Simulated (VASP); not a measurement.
# La (P6_3/mmc) in VASP: notebook

Aim: see how the results for La move with the level of theory and the settings. Levels: pbe exchange, lda correlation. Tasks: single point, relaxation of cell and atoms.

Program: VASP 6.6.1. These are calculated values, not measurements. Logs are shortened: lines on timing, memory, paths and dates and some standing lists are left out, and cuts for length are marked.

**1. The cell of the first run**

It takes space group P6_3/mmc (No. 194, hexagonal). Conventional cell: a = 3.898 Å, b = 3.898 Å, c = 12.655 Å, α = 90.00°, β = 90.00°, γ = 120.00°. La (site symmetry -3m) has 12 La at 3.88 to 3.90 Å within 5.1 Å. Within 5.1 Å of La (site symmetry -6m2) lie 12 La at 3.88 to 3.90 Å.

**2. Single point, pbe exchange, lda correlation**

INCAR reads:

```
SYSTEM = La
PREC     = Accurate       ! precision mode
ENCUT    = 500            ! plane-wave cutoff, eV
EDIFF    = 1E-6           ! SCF threshold, eV
ISMEAR   = 0              ! smearing method
SIGMA    = 0.05           ! smearing width, eV
LREAL    = .FALSE.        ! projectors in reciprocal space
LASPH    = .TRUE.         ! aspherical terms in the spheres
NELM     = 200            ! most SCF steps
ALGO     = Normal         ! electronic algorithm
ISIF     = 2              ! what is computed and relaxed
LWAVE    = .FALSE.        ! write WAVECAR
LCHARG   = .TRUE.         ! write CHGCAR
GGA      = LIBXC          ! functional
LIBXC1   = GGA_X_PBE    
LIBXC2   = LDA_C_PW     
LELF     = .TRUE.         ! ELF
LVHAR    = .TRUE.       
NBANDS   = 30             ! bands
GGA_COMPAT= .FALSE.      
LMAXMIX  = 6              ! l up to which the mixer works
```

KPOINTS reads:

```
Automatic mesh
0
G
  8 8 2
  0 0 0
```

POSCAR reads:

```
La
1.0
    3.8983924007      0.0000000000      0.0000000000
   -1.9491962004      3.3761068530      0.0000000000
    0.0000000000      0.0000000000     12.6546934014
La
4
Direct
    0.0000000000      0.0000000000      0.0000000000
    0.0000000000      0.0000000000      0.5000000000
    0.3333333333      0.6666666667      0.7500000000
    0.6666666667      0.3333333333      0.2500000000
```

Potentials or basis: VASP PAW PBE potentials, release 64 (La).

Command:

```bash
> cat potpaw_PBE.64/La/POTCAR > POTCAR
> mpirun -np 1 vasp_std > vasp.out
```

OUTCAR:

```text
SYSTEM = La
   PREC = Accurate
   ENCUT = 500
   EDIFF = 1E-6
   ISMEAR = 0
   LREAL = .FALSE.
   LASPH = .TRUE.
   NELM = 200
   ISIF = 2
   GGA = LIBXC

 ion  position               nearest neighbor table
   1  0.000  0.000  0.000-
   2  0.000  0.000  0.500-
   3  0.333  0.667  0.750-
   4  0.667  0.333  0.250-

  LATTYP: Found a hexagonal cell.
 ALAT       =     3.8983924007
 C/A-ratio  =     3.2461312512

  Lattice vectors:

 A1 = (   3.8983924007,   0.0000000000,   0.0000000000)
 A2 = (  -1.9491962004,   3.3761068530,   0.0000000000)
 A3 = (   0.0000000000,   0.0000000000,  12.6546934014)

Analysis of symmetry for initial positions (statically):
=====================================================================
 Subroutine PRICEL returns:
 Original cell was already a primitive cell.

 Routine SETGRP: Setting up the symmetry group for a
 hexagonal supercell.

 Subroutine GETGRP returns: Found 24 space group operations
 (whereof 12 operations were pure point group operations)
 out of a pool of 24 trial point group operations.

The static configuration has the point symmetry D_3d.
 The point group associated with its full space group is D_6h.

Analysis of symmetry for dynamics (positions and initial velocities):
=====================================================================
 Subroutine PRICEL returns:
 Original cell was already a primitive cell.

 Routine SETGRP: Setting up the symmetry group for a
 hexagonal supercell.

 Subroutine GETGRP returns: Found 24 space group operations
 (whereof 12 operations were pure point group operations)
 out of a pool of 24 trial point group operations.

The dynamic configuration has the point symmetry D_3d.
 The point group associated with its full space group is D_6h.

 Subroutine INISYM returns: Found 24 space group operations
 (whereof 12 operations are pure point group operations),
 and found     1 'primitive' translations

----------------------------------------------------------------------------------------

                                     Primitive cell

  volume of cell :     166.5533

  direct lattice vectors                    reciprocal lattice vectors
     3.898392401  0.000000000  0.000000000     0.256515994  0.148099578  0.000000000
    -1.949196200  3.376106853  0.000000000     0.000000000  0.296199156  0.000000000
     0.000000000  0.000000000 12.654693401     0.000000000  0.000000000  0.079022065

  length of vectors
     3.898392401  3.898392401 12.654693401     0.296199156  0.296199156  0.079022065

  position of ions in fractional coordinates (direct lattice)
     0.000000000  0.000000000  0.000000000
     0.000000000  0.000000000  0.500000000
     0.333333333  0.666666667  0.750000000
     0.666666667  0.333333333  0.250000000

  ion indices of the primitive-cell ions
   primitive index   ion index
                 1           1
                 2           2
                 3           3
                 4           4

----------------------------------------------------------------------------------------

 KPOINTS: Automatic mesh

Automatic generation of k-mesh.
 Grid dimensions read from file:
 generate k-points for:    8    8    2

 Generating k-lattice:

  Cartesian coordinates                     Fractional coordinates (reciprocal lattice)
     0.032064499  0.018512447  0.000000000     0.125000000  0.000000000  0.000000000
     0.000000000  0.037024894  0.000000000     0.000000000  0.125000000  0.000000000
     0.000000000  0.000000000  0.039511032     0.000000000  0.000000000  0.500000000

  Length of vectors
     0.037024894  0.037024894  0.039511032

  Shift w.r.t. Gamma in fractional coordinates (k-lattice)
     0.000000000  0.000000000  0.000000000

 Subroutine IBZKPT returns following result:
 ===========================================

 Found     20 irreducible k-points:

 Following reciprocal coordinates:
            Coordinates               Weight
  0.000000  0.000000  0.000000      1.000000
  0.125000 -0.000000  0.000000      6.000000
  0.250000 -0.000000  0.000000      6.000000
  0.375000 -0.000000  0.000000      6.000000
  0.500000 -0.000000  0.000000      3.000000
  0.125000  0.125000  0.000000      6.000000
[... 12 lines left out ...]
  0.250000  0.250000  0.500000      6.000000
  0.375000  0.250000  0.500000      6.000000
   k-points           NKPTS =     20   k-points in BZ     NKDIM =     20   number of bands    NBANDS=     30
   number of dos      NEDOS =    301   number of ions     NIONS =      4
   total plane-waves  NPLWV =  75264
   dimension x,y,z NGX =    28 NGY =   28 NGZ =   96
   dimension x,y,z NGXF=    56 NGYF=   56 NGZF=  192
   ions per type =               4
   NGX,Y,Z   is equivalent  to a cutoff of  11.94, 11.94, 12.61 a.u.
   NGXF,Y,Z  is equivalent  to a cutoff of  23.88, 23.88, 25.22 a.u.
 SYSTEM =  La
   PREC   = accura    normal or accurate (medium, high low for compatibility)
   ISTART =      0    job   : 0-new  1-cont  2-samecut
   ICHARG =      2    charge: 1-file 2-atom 10-const
   ISPIN  =      1    spin polarized calculation?
   LNONCOLLINEAR =      F non collinear calculations
   LSORBIT =      F    spin-orbit coupling
   LASPH  =      T    aspherical Exc in radial PAW
   ENCUT  =  500.0 eV  36.75 Ry    6.06 a.u.   7.11  7.11 23.07*2*pi/ulx,y,z
   NELM   =    200;   NELMIN=  2; NELMDL= -5     # of ELM steps
   EDIFF  = 0.1E-05   stopping-criterion for ELM
   LREAL  =      F    real-space projection
   EDIFFG = 0.1E-04   stopping-criterion for IOM
   NSW    =      0    number of steps for IOM
   IBRION =     -1    ionic relax: 0-MD 1-quasi-New 2-CG
   NFREE  =      0    steps in history (QN), initial steepest desc. (CG)
   ISIF   =      2    stress and relaxation
   ISYM   =      2    0-nonsym 1-usesym 2-fastsym
   POTIM  = 0.5000    time-step for ionic-motion
   TEBEG  =    0.0;   TEEND  =   0.0 temperature during run
   PSTRESS=    0.0 pullay stress
   NELECT =      44.0000    total number of electrons
   NUPDOWN=      -1.0000    fix difference up-down
   EMIN   =  10.00;   EMAX   =-10.00  energy-range for DOS
   EFERMI =   0.00;   METHOD = LEGACY
   ISMEAR =     0;   SIGMA  =   0.05  broadening in eV -4-tet -1-fermi 0-gaus
   EFERMI_NEDOS =   21; number of points for ismear=-14 and -15
   IALGO  =     38    algorithm
   IMIX   =      4    mixing-type and parameters
     AMIX     =   0.40;   BMIX     =  1.00
     AMIX_MAG =   1.60;   BMIX_MAG =  1.00
  volume/ion in A,a.u.               =      41.64       280.99
  Fermi-wavevector in a.u.,A,eV,Ry     =   1.050448  1.985059 15.013229  1.103441
  Thomas-Fermi vector in A             =   2.185452
   LORBIT       =      0    0 simple, 1 ext, 2 COOP (PROOUT), +10 PAW based schemes
   GGA     = LIBXC    functional components
   LHFCALC =     F    Hartree Fock is set to
   AEXX    =    0.0000 exact exchange contribution
   IVDW    =     0    specifies the selected vdW correction
   LEPSILON=     F    determine dielectric tensor
   LRPA    =     F    only Hartree local field effects (RPA)
 non-spin polarized calculation
 Gauss-broadening in eV      SIGMA  =   0.05
  energy-cutoff  :      500.00
  volume of cell :      166.55
 maximum number of plane-waves:      4252
   NGX = 15   NGY = 15   NGZ = 47

 number of electron      43.9999998 magnetization

 Free energy of the ion-electron system (eV)
  ---------------------------------------------------
  ext. energy  EPLUGINS =         0.00000000
  ---------------------------------------------------
  free energy    TOTEN  =       -15.31187209 eV

  energy without entropy =      -15.30314302  energy(sigma->0) =      -15.30750755

 E-fermi :   6.9140     XC(G=0):  -8.9411

 val. band max:        6.9133498253   @ k =   0.2500   0.1250   0.0000
 cond. band min:       6.9159624143   @ k =   0.2500   0.2500   0.5000
 fundamental gap:      0.0026125891
 Fermi energy:         6.9140146832

 k-point     1 :       0.0000    0.0000    0.0000
  band No.  band energies     occupation
      1     -26.3558      2.00000
      2     -26.2986      2.00000
      3     -26.2931      2.00000
      4     -26.2346      2.00000
      5     -10.4274      2.00000
      6      -9.9697      2.00000
[... 22 lines left out ...]
     29       8.1941      0.00000
     30       8.2071      0.00000

 k-point     2 :       0.1250   -0.0000    0.0000
  band No.  band energies     occupation
      1     -26.3408      2.00000
      2     -26.2874      2.00000
      3     -26.2819      2.00000
      4     -26.2275      2.00000
      5     -10.3822      2.00000
      6      -9.9875      2.00000
[... 22 lines left out ...]
     29       8.1817      0.00000
     30       8.1999      0.00000

 k-point     3 :       0.2500   -0.0000    0.0000
  band No.  band energies     occupation
      1     -26.3026      2.00000
      2     -26.2603      2.00000
      3     -26.2548      2.00000
      4     -26.2118      2.00000
      5     -10.2651      2.00000
      6     -10.1052      2.00000
[... 22 lines left out ...]
     29       8.1388      0.00000
     30       8.1766      0.00000

 k-point     4 :       0.3750   -0.0000    0.0000
  band No.  band energies     occupation
      1     -26.2599      2.00000
      2     -26.2328      2.00000
      3     -26.2274      2.00000
      4     -26.2002      2.00000
      5     -10.3122      2.00000
      6     -10.3107      2.00000
[... 484 lines left out ...]
     29       8.1305      0.00000
     30       8.1592      0.00000

 k-point    19 :       0.2500    0.2500    0.5000
  band No.  band energies     occupation
      1     -26.2333      2.00000
      2     -26.2333      2.00000
      3     -26.2042      2.00000
      4     -26.2042      2.00000
      5     -10.2290      2.00000
      6     -10.2290      2.00000
[... 22 lines left out ...]
     29       8.0108      0.00000
     30       8.0174      0.00000

 k-point    20 :       0.3750    0.2500    0.5000
  band No.  band energies     occupation
      1     -26.2171      2.00000
      2     -26.2171      2.00000
      3     -26.2042      2.00000
      4     -26.2042      2.00000
      5     -10.2498      2.00000
      6     -10.2498      2.00000
[... 22 lines left out ...]
     29       8.1224      0.00000
     30       8.1282      0.00000

------------------------ aborting loop because EDIFF is reached ----------------------------------------

  FORCE on cell =-STRESS in cart. coord.  units (eV):
  Direction    XX          YY          ZZ          XY          YZ          ZX
  --------------------------------------------------------------------------------------
  -------------------------------------------------------------------------------------
  Total        0.0175243      0.0175243      0.0736757     -0.0000000      0.0000000      0.0000000
  in kB        0.1685766      0.1685766      0.7087306     -0.0000000      0.0000000      0.0000000
  external PRESSURE =       0.3486280 kB  Pullay stress =       0.0000000 kB

 VOLUME and BASIS-vectors are now :
 -----------------------------------------------------------------------------
  energy-cutoff  :      500.00
  volume of cell :      166.55
      direct lattice vectors                 reciprocal lattice vectors
     3.898392401  0.000000000  0.000000000     0.256515994  0.148099578  0.000000000
    -1.949196200  3.376106853  0.000000000     0.000000000  0.296199156  0.000000000
     0.000000000  0.000000000 12.654693401     0.000000000  0.000000000  0.079022065

 POSITION                                       TOTAL-FORCE (eV/Angst)
 -----------------------------------------------------------------------------------
      0.00000      0.00000      0.00000        -0.000000      0.000000      0.000000
      0.00000      0.00000      6.32735        -0.000000      0.000000      0.000000
     -0.00000      2.25074      9.49102         0.000000      0.000000     -0.000000
      1.94920      1.12537      3.16367        -0.000000      0.000000      0.000000
 -----------------------------------------------------------------------------------
    total drift:                               -0.000000      0.000000      0.000000

  FREE ENERGIE OF THE ION-ELECTRON SYSTEM (eV)
  ---------------------------------------------------
  free  energy   TOTEN  =       -15.3118720861 eV

  energy  without entropy=      -15.3031430221  energy(sigma->0) =      -15.30750755
```

It took 81 s on 1 thread of Intel Xeon Platinum 8488C (Sapphire Rapids), shared host; peak memory 0.29 GiB.

Results:

| Property | Result |
| --- | --- |
| Free energy | -15.3119 eV |
| Pressure | 0.0 GPa |
| Band gap on the k mesh | zero (bands 22 and 23 overlap by 0.90 eV) |

Levels at points of the mesh, in eV from the Fermi level:
```csv
k point,band 20,band 21,band 22,band 23,band 24,band 25
"(0.00, 0.00, 0.00)",-1.55,0.40,0.51,0.96,1.01,1.03
"(0.50, 0.00, 0.00)",-0.89,-0.54,-0.26,-0.14,0.38,0.71
"(0.00, 0.00, 0.50)",-1.54,0.68,0.68,0.91,0.91,1.15
"(0.50, 0.00, 0.50)",-1.24,-0.84,-0.84,0.58,0.58,0.96
```

Caveat: the PAW data sets were made with another functional, which shifts forces and pressure a little; spin-orbit coupling is left out, which moves the levels of the heavy elements.

**3. Relaxation of cell and atoms, pbe exchange, lda correlation**

This run uses another cell than the first one, of 37.42 Å³/atom.

INCAR reads:

```
SYSTEM = La
  ALGO = Normal
  EDIFF = 1E-7
  EDIFFG = -0.03
  ENCUT = 500
  GGA = LIBXC
  GGA_COMPAT = .False.
  IBRION = 2
  ISIF = 3
  ISMEAR = 0
  LASPH = .True.
  LCHARG = .False.
  LIBXC1 = GGA_X_PBE
  LIBXC2 = LDA_C_PW
  LMAXMIX = 6
  LREAL = .False.
  LWAVE = .False.
  NELM = 200
  NELMIN = 4
  NSW = 80
  PREC = Accurate
  SIGMA = 0.05
```

KPOINTS reads:

```
k-points
0
Gamma
  8 8 2
  0 0 0
```

POSCAR reads:

```
La
1.0
    3.7700000000      0.0000000000      0.0000000000
   -1.8850000000      3.2649157723      0.0000000000
    0.0000000000      0.0000000000     12.1590000000
La
4
Direct
    0.0000000000      0.0000000000      0.0000000000
    0.0000000000      0.0000000000      0.5000000000
    0.3333330000      0.6666670000      0.7500000000
    0.6666670000      0.3333330000      0.2500000000
```

Potentials or basis: VASP PAW PBE potentials, release 64 (La).

Command:

```bash
> cat potpaw_PBE.64/La/POTCAR > POTCAR
> mpirun -np 1 vasp_std > vasp.out
```

OUTCAR:

```text
SYSTEM = La
   EDIFF = 1E-7
   EDIFFG = -0.03
   ENCUT = 500
   GGA = LIBXC
   IBRION = 2
   ISIF = 3
   ISMEAR = 0
   LASPH = .True.
   LREAL = .False.
   NELM = 200
   NELMIN = 4
   NSW = 80
   PREC = Accurate

 ion  position               nearest neighbor table
   1  0.000  0.000  0.000-
   2  0.000  0.000  0.500-
   3  0.333  0.667  0.750-
   4  0.667  0.333  0.250-

  LATTYP: Found a hexagonal cell.
 ALAT       =     3.7700000000
 C/A-ratio  =     3.2251989390

  Lattice vectors:

 A1 = (   3.7700000000,   0.0000000000,   0.0000000000)
 A2 = (  -1.8850000000,   3.2649157723,   0.0000000000)
 A3 = (   0.0000000000,   0.0000000000,  12.1590000000)

Analysis of symmetry for initial positions (statically):
=====================================================================
 Subroutine PRICEL returns:
 Original cell was already a primitive cell.

 Routine SETGRP: Setting up the symmetry group for a
 hexagonal supercell.

 Subroutine GETGRP returns: Found 24 space group operations
[... 151 lines left out ...]
 Gauss-broadening in eV      SIGMA  =   0.05
  energy-cutoff  :      500.00
  volume of cell :      149.66
 maximum number of plane-waves:      3830
 NGX is ok and might be reduce to    28
   NGX = 13   NGY = 13   NGZ = 45

--------------------------------------- Ionic step        1  -------------------------------------------

 number of electron      44.0000000 magnetization

 Free energy of the ion-electron system (eV)
  ---------------------------------------------------
  ext. energy  EPLUGINS =         0.00000000
  ---------------------------------------------------
  free energy    TOTEN  =       -15.15901033 eV

  energy without entropy =      -15.15061072  energy(sigma->0) =      -15.15481052

------------------------ aborting loop because EDIFF is reached ----------------------------------------

  FORCE on cell =-STRESS in cart. coord.  units (eV):
  Direction    XX          YY          ZZ          XY          YZ          ZX
  --------------------------------------------------------------------------------------
  -------------------------------------------------------------------------------------
  Total        2.8549592      2.8549592      2.8629996      0.0000000      0.0000000      0.0000000
  in kB       30.5632330     30.5632330     30.6493089      0.0000000      0.0000000      0.0000000
  external PRESSURE =      30.5919250 kB  Pullay stress =       0.0000000 kB
[... 177 lines left out ...]
--------------------------------------- Ionic step        6  -------------------------------------------

 number of electron      43.9999994 magnetization

 Free energy of the ion-electron system (eV)
  ---------------------------------------------------
  ext. energy  EPLUGINS =         0.00000000
  ---------------------------------------------------
  free energy    TOTEN  =       -15.31130652 eV

  energy without entropy =      -15.30295504  energy(sigma->0) =      -15.30713078

 E-fermi :   6.9138     XC(G=0):  -8.9408

 val. band max:        6.9062120152   @ k =   0.2500   0.1250   0.0000
 cond. band min:       6.9210735757   @ k =   0.2500   0.2500   0.5000
 fundamental gap:      0.0148615605
 Fermi energy:         6.9138118692

 k-point     1 :       0.0000    0.0000    0.0000
  band No.  band energies     occupation
      1     -26.3566      2.00000
      2     -26.3002      2.00000
      3     -26.2951      2.00000
      4     -26.2376      2.00000
      5     -10.4241      2.00000
      6      -9.9707      2.00000
[... 600 lines left out ...]
  FREE ENERGIE OF THE ION-ELECTRON SYSTEM (eV)
  ---------------------------------------------------
  free  energy   TOTEN  =       -15.3113065228 eV

  energy  without entropy=      -15.3029550417  energy(sigma->0) =      -15.30713078

 reached required accuracy - stopping structural energy minimisation
```

Wall time 5.6 min (1 thread of Intel Xeon Platinum 8488C (Sapphire Rapids), shared host); peak memory 0.29 GiB.

Results:

- Free energy: -15.3113 eV
- Relaxed volume: 41.64 Å³/atom
- Relaxed cell: a = 3.893 Å, b = 3.893 Å, c = 12.693 Å, α = 90.00°, β = 90.00°, γ = 120.00°
- Space group after relaxing (to 0.1 Å): P6_3/mmc (No. 194)
- Energy gained by relaxing: 38.1 meV/atom
- Ionic steps: 6
- Pressure after relaxing: 0.0 GPa
- Band gap on the k mesh: zero (bands 22 and 23 overlap by 0.90 eV)

The path:
| step | energy change (eV) | largest force (eV/Å) | pressure (GPa) | volume (Å³) |
| --- | --- | --- | --- | --- |
| 1 | 0.0000 | 0.0000 | 3.06 | 149.66 |
| 2 | -0.1512 | 0.0000 | 0.16 | 165.68 |
| 3 | -0.1517 | 0.0000 | -0.01 | 166.82 |
| 4 | -0.1517 | 0.0000 | 0.05 | 166.46 |
| 5 | -0.1521 | 0.0000 | 0.04 | 166.49 |
| 6 | -0.1523 | 0.0000 | 0.02 | 166.57 |

Final structure:
```
La
1.0
     3.89265    0.00000    0.00000
    -1.94632    3.37113    0.00000
     0.00000    0.00000   12.69310
La
4
Cartesian
  0.0000 0.0000 0.0000
  0.0000 0.0000 6.3466
  0.0000 2.2474 9.5198
  1.9463 1.1237 3.1733
```

Caveat: the PAW data sets were made with another functional, which shifts forces and pressure a little; spin-orbit coupling is left out, which moves the levels of the heavy elements.
